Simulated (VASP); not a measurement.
# Cu (Fm-3m) in VASP: notebook

Runs on Cu. Level: PBE. Tasks: single point.

Everything below comes from runs of VASP 6.6.1. Logs are shortened: lines on timing, memory, paths and dates and some standing lists are left out, and cuts for length are marked.

### 1 The cell of the first run

The structure is cubic, space group Fm-3m (No. 225). Conventional cell: a = 3.583 Å, b = 3.583 Å, c = 3.583 Å, α = 90.00°, β = 90.00°, γ = 90.00°. Cu (site symmetry m-3m) has 12 Cu at 2.53 Å within 3.3 Å.

### 2 Single point, PBE

Contents of INCAR:

```
SYSTEM = Cu
ALGO = Normal
EDIFF = 1E-6
ENCUT = 600
GGA = PE
GGA_COMPAT = .FALSE.
ISIF = 2
ISMEAR = -1
LASPH = .TRUE.
LCHARG = .FALSE.
LREAL = .FALSE.
LWAVE = .FALSE.
NBANDS = 12
NELM = 120
PREC = Accurate
SIGMA = 0.05
```

Contents of KPOINTS:

```
k-points
0
G
  12 12 12
  0 0 0
```

Contents of POSCAR:

```
Cu
1.0
    0.0000000000      1.7917400000      1.7917400000
    1.7917400000      0.0000000000      1.7917400000
    1.7917400000      1.7917400000      0.0000000000
Cu
1
Direct
    0.0000000000      0.0000000000      0.0000000000
```

Potentials or basis: VASP PAW PBE potentials, release 64 (Cu).

Run with:

```bash
$ cat potpaw_PBE.64/Cu/POTCAR > POTCAR
$ mpirun -np 1 vasp_std > vasp.out
```

OUTCAR:

```text
SYSTEM = Cu
   EDIFF = 1E-6
   ENCUT = 600
   GGA = PE
   ISIF = 2
   ISMEAR = -1
   LASPH = .TRUE.
   LREAL = .FALSE.
   NELM = 120
   PREC = Accurate

 ion  position               nearest neighbor table
   1  0.000  0.000  0.000-

  LATTYP: Found a face centered cubic cell.
 ALAT       =     3.5834800000

  Lattice vectors:

 A1 = (   0.0000000000,   1.7917400000,   1.7917400000)
 A2 = (   1.7917400000,   0.0000000000,   1.7917400000)
 A3 = (   1.7917400000,   1.7917400000,   0.0000000000)

Analysis of symmetry for initial positions (statically):
=====================================================================
 Subroutine PRICEL returns:
 Original cell was already a primitive cell.

 Routine SETGRP: Setting up the symmetry group for a
 face centered cubic supercell.

 Subroutine GETGRP returns: Found 48 space group operations
 (whereof 48 operations were pure point group operations)
 out of a pool of 48 trial point group operations.

The static configuration has the point symmetry O_h .

Analysis of symmetry for dynamics (positions and initial velocities):
=====================================================================
 Subroutine PRICEL returns:
 Original cell was already a primitive cell.

 Routine SETGRP: Setting up the symmetry group for a
 face centered cubic supercell.

 Subroutine GETGRP returns: Found 48 space group operations
 (whereof 48 operations were pure point group operations)
 out of a pool of 48 trial point group operations.

The dynamic configuration has the point symmetry O_h .

 Subroutine INISYM returns: Found 48 space group operations
 (whereof 48 operations are pure point group operations),
 and found     1 'primitive' translations

----------------------------------------------------------------------------------------

                                     Primitive cell

  volume of cell :      11.5042

  direct lattice vectors                    reciprocal lattice vectors
     0.000000000  1.791740000  1.791740000    -0.279058346  0.279058346  0.279058346
     1.791740000  0.000000000  1.791740000     0.279058346 -0.279058346  0.279058346
     1.791740000  1.791740000  0.000000000     0.279058346  0.279058346 -0.279058346

  length of vectors
     2.533903008  2.533903008  2.533903008     0.483343233  0.483343233  0.483343233

  position of ions in fractional coordinates (direct lattice)
     0.000000000  0.000000000  0.000000000

  ion indices of the primitive-cell ions
   primitive index   ion index
                 1           1

----------------------------------------------------------------------------------------

 KPOINTS: k-points

Automatic generation of k-mesh.
 Grid dimensions read from file:
 generate k-points for:   12   12   12

 Generating k-lattice:

  Cartesian coordinates                     Fractional coordinates (reciprocal lattice)
    -0.023254862  0.023254862  0.023254862     0.083333333  0.000000000  0.000000000
     0.023254862 -0.023254862  0.023254862     0.000000000  0.083333333  0.000000000
     0.023254862  0.023254862 -0.023254862     0.000000000  0.000000000  0.083333333

  Length of vectors
     0.040278603  0.040278603  0.040278603

  Shift w.r.t. Gamma in fractional coordinates (k-lattice)
     0.000000000  0.000000000  0.000000000

 Subroutine IBZKPT returns following result:
 ===========================================

 Found     72 irreducible k-points:

 Following reciprocal coordinates:
            Coordinates               Weight
  0.000000  0.000000  0.000000      1.000000
  0.083333  0.000000  0.000000      8.000000
  0.166667  0.000000  0.000000      8.000000
  0.250000  0.000000  0.000000      8.000000
  0.333333  0.000000  0.000000      8.000000
  0.416667  0.000000  0.000000      8.000000
[... 16 lines left out ...]
  0.500000  0.166667  0.000000     24.000000
 -0.416667  0.166667  0.000000     24.000000
 [... further k-points ...]
   k-points           NKPTS =     72   k-points in BZ     NKDIM =     72   number of bands    NBANDS=     12
   number of dos      NEDOS =    301   number of ions     NIONS =      1
   total plane-waves  NPLWV =   8000
   dimension x,y,z NGX =    20 NGY =   20 NGZ =   20
   dimension x,y,z NGXF=    40 NGYF=   40 NGZF=   40
   ions per type =               1
   NGX,Y,Z   is equivalent  to a cutoff of  13.12, 13.12, 13.12 a.u.
   NGXF,Y,Z  is equivalent  to a cutoff of  26.24, 26.24, 26.24 a.u.
 SYSTEM =  Cu
   PREC   = accura    normal or accurate (medium, high low for compatibility)
   ISTART =      0    job   : 0-new  1-cont  2-samecut
   ICHARG =      2    charge: 1-file 2-atom 10-const
   ISPIN  =      1    spin polarized calculation?
   LNONCOLLINEAR =      F non collinear calculations
   LSORBIT =      F    spin-orbit coupling
   LASPH  =      T    aspherical Exc in radial PAW
   ENCUT  =  600.0 eV  44.10 Ry    6.64 a.u.   5.06  5.06  5.06*2*pi/ulx,y,z
   NELM   =    120;   NELMIN=  2; NELMDL= -5     # of ELM steps
   EDIFF  = 0.1E-05   stopping-criterion for ELM
   LREAL  =      F    real-space projection
   EDIFFG = 0.1E-04   stopping-criterion for IOM
   NSW    =      0    number of steps for IOM
   IBRION =     -1    ionic relax: 0-MD 1-quasi-New 2-CG
   NFREE  =      0    steps in history (QN), initial steepest desc. (CG)
   ISIF   =      2    stress and relaxation
   ISYM   =      2    0-nonsym 1-usesym 2-fastsym
   POTIM  = 0.5000    time-step for ionic-motion
   TEBEG  =    0.0;   TEEND  =   0.0 temperature during run
   PSTRESS=    0.0 pullay stress
   NELECT =      11.0000    total number of electrons
   NUPDOWN=      -1.0000    fix difference up-down
   EMIN   =  10.00;   EMAX   =-10.00  energy-range for DOS
   EFERMI =   0.00;   METHOD = LEGACY
   ISMEAR =    -1;   SIGMA  =   0.05  broadening in eV -4-tet -1-fermi 0-gaus
   EFERMI_NEDOS =   21; number of points for ismear=-14 and -15
   IALGO  =     38    algorithm
   IMIX   =      4    mixing-type and parameters
     AMIX     =   0.40;   BMIX     =  1.00
     AMIX_MAG =   1.60;   BMIX_MAG =  1.00
  volume/ion in A,a.u.               =      11.50        77.63
  Fermi-wavevector in a.u.,A,eV,Ry     =   1.612826  3.047798 35.391561  2.601206
  Thomas-Fermi vector in A             =   2.707993
   LORBIT       =      0    0 simple, 1 ext, 2 COOP (PROOUT), +10 PAW based schemes
   GGA     = PE    functional components
   LHFCALC =     F    Hartree Fock is set to
   AEXX    =    0.0000 exact exchange contribution
   IVDW    =     0    specifies the selected vdW correction
   LEPSILON=     F    determine dielectric tensor
   LRPA    =     F    only Hartree local field effects (RPA)
 non-spin polarized calculation
  energy-cutoff  :      600.00
  volume of cell :       11.50
 maximum number of plane-waves:       397
   NGX = 11   NGY = 11   NGZ = 11

 number of electron      11.0000010 magnetization

 Free energy of the ion-electron system (eV)
  ---------------------------------------------------
  ext. energy  EPLUGINS =         0.00000000
  ---------------------------------------------------
  free energy    TOTEN  =        -3.71580560 eV

  energy without entropy =       -3.71323490  energy(sigma->0) =       -3.71452025

 E-fermi :   7.8372     XC(G=0): -12.8801

 val. band max:        7.7812329046   @ k =   0.4167   0.4167   0.0000
 cond. band min:       7.8454204580   @ k =   0.5000   0.3333   0.1667
 fundamental gap:      0.0641875535
 Fermi energy:         7.8371961953

 k-point     1 :       0.0000    0.0000    0.0000
  band No.  band energies     occupation
      1      -1.6380      2.00000
      2       4.8011      2.00000
      3       4.8011      2.00000
      4       4.8011      2.00000
      5       5.6572      2.00000
      6       5.6572      2.00000
      7      30.7194      0.00000
      8      33.5693      0.00000
      9      33.5693      0.00000
     10      33.5693      0.00000
     11      36.0840      0.00000
     12      36.0840      0.00000

 k-point     2 :       0.0833    0.0000    0.0000
  band No.  band energies     occupation
      1      -1.3809      2.00000
      2       4.7463      2.00000
      3       4.8491      2.00000
      4       4.8491      2.00000
      5       5.6391      2.00000
      6       5.6391      2.00000
      7      29.0734      0.00000
      8      31.6862      0.00000
      9      32.8718      0.00000
     10      32.8718      0.00000
     11      37.1274      0.00000
     12      37.1274      0.00000

 k-point     3 :       0.1667    0.0000    0.0000
  band No.  band energies     occupation
      1      -0.6311      2.00000
      2       4.6182      2.00000
      3       4.9448      2.00000
      4       4.9448      2.00000
      5       5.6300      2.00000
      6       5.6300      2.00000
      7      24.8313      0.00000
      8      31.2022      0.00000
      9      31.8880      0.00000
     10      31.8880      0.00000
     11      37.8966      0.00000
     12      38.4364      0.00000
[... 286 lines left out ...]
 k-point    23 :       0.5000    0.1667    0.0000
  band No.  band energies     occupation
      1       3.1218      2.00000
      2       4.3785      2.00000
      3       4.8821      2.00000
      4       5.1021      2.00000
      5       6.2686      2.00000
      6       8.3881      0.00003
      7      13.0620      0.00000
      8      23.9236      0.00000
      9      26.3674      0.00000
     10      28.5662      0.00000
     11      38.4941      0.00000
     12      38.8604      0.00000

 k-point    24 :      -0.4167    0.1667    0.0000
  band No.  band energies     occupation
      1       3.1804      2.00000
      2       4.4280      2.00000
      3       4.9684      2.00000
      4       5.0656      2.00000
      5       6.1467      2.00000
      6       8.9157      0.00000
      7      12.3646      0.00000
      8      22.9131      0.00000
      9      27.4187      0.00000
     10      28.9745      0.00000
     11      37.5901      0.00000
     12      38.3527      0.00000

 [... further k-points ...]

------------------------ aborting loop because EDIFF is reached ----------------------------------------

  FORCE on cell =-STRESS in cart. coord.  units (eV):
  Direction    XX          YY          ZZ          XY          YZ          ZX
  --------------------------------------------------------------------------------------
  -------------------------------------------------------------------------------------
  Total        0.4660990      0.4660990      0.4660990      0.0000000      0.0000000     -0.0000000
  in kB       64.9133212     64.9133212     64.9133212      0.0000000      0.0000000     -0.0000000
  external PRESSURE =      64.9133212 kB  Pullay stress =       0.0000000 kB

 VOLUME and BASIS-vectors are now :
 -----------------------------------------------------------------------------
  energy-cutoff  :      600.00
  volume of cell :       11.50
      direct lattice vectors                 reciprocal lattice vectors
     0.000000000  1.791740000  1.791740000    -0.279058346  0.279058346  0.279058346
     1.791740000  0.000000000  1.791740000     0.279058346 -0.279058346  0.279058346
     1.791740000  1.791740000  0.000000000     0.279058346  0.279058346 -0.279058346

 POSITION                                       TOTAL-FORCE (eV/Angst)
 -----------------------------------------------------------------------------------
      0.00000      0.00000      0.00000         0.000000      0.000000      0.000000
 -----------------------------------------------------------------------------------
    total drift:                                0.000000      0.000000      0.000000

  FREE ENERGIE OF THE ION-ELECTRON SYSTEM (eV)
  ---------------------------------------------------
  free  energy   TOTEN  =        -3.7158056049 eV

  energy  without entropy=       -3.7132349034  energy(sigma->0) =       -3.71452025
```

It took 5 s on 1 thread of Intel Xeon 6975P-C (Granite Rapids), shared host; peak memory 0.13 GiB.

What came out:

| Item | Value |
| --- | --- |
| Free energy | -3.7158 eV |
| Pressure | 6.5 GPa |
| Band gap on the k mesh | zero (an odd number of electrons rules out a gap without spin polarisation) |

Caveat: the cell stands under pressure.

### 3 Single point, PBE

Contents of INCAR:

```
PREC     = Accurate       # precision mode
ENCUT    = 600            # plane-wave cutoff, eV
EDIFF    = 1E-6           # SCF threshold, eV
ISMEAR   = 1              # smearing method
SIGMA    = 0.05           # smearing width, eV
LREAL    = F              # projectors in reciprocal space
LASPH    = T              # aspherical terms in the spheres
NELM     = 120            # most SCF steps
ALGO     = Normal         # electronic algorithm
ISIF     = 2              # what is computed and relaxed
LWAVE    = F              # write WAVECAR
LCHARG   = F              # write CHGCAR
GGA      = PE             # functional
NBANDS   = 12             # bands
GGA_COMPAT= F
```

Contents of KPOINTS:

```
Automatic mesh
0
Gamma
  12 12 12
```

POSCAR is that of step 2.

Potentials or basis: VASP PAW PBE potentials, release 64 (Cu).

Run with:

```bash
$ cat potpaw_PBE.64/Cu/POTCAR > POTCAR
$ mpirun -np 1 vasp_std > vasp.out
```

Wall time 4.8 s (1 thread of Intel Xeon 6975P-C (Granite Rapids), shared host); peak memory 0.13 GiB.

The run converged. Its results:

```yaml
Free_energy: -3.7146 eV
Pressure: 6.4 GPa
Band_gap_on_the_k_mesh: zero (an odd number of electrons rules out a gap without spin polarisation)
```

Levels at points of the mesh, in eV from the Fermi level:
| k point | band 4 | band 5 | band 6 | band 7 | band 8 | band 9 |
| --- | --- | --- | --- | --- | --- | --- |
| (0.00, 0.00, 0.00) | -3.04 | -2.18 | -2.18 | 22.88 | 25.73 | 25.73 |
| (0.50, 0.00, 0.00) | -1.59 | -1.59 | -1.00 | 3.97 | 21.36 | 22.56 |
| (0.50, 0.50, 0.00) | -1.44 | -1.44 | 1.56 | 7.38 | 13.37 | 13.37 |

Caveat: the cell stands under pressure.
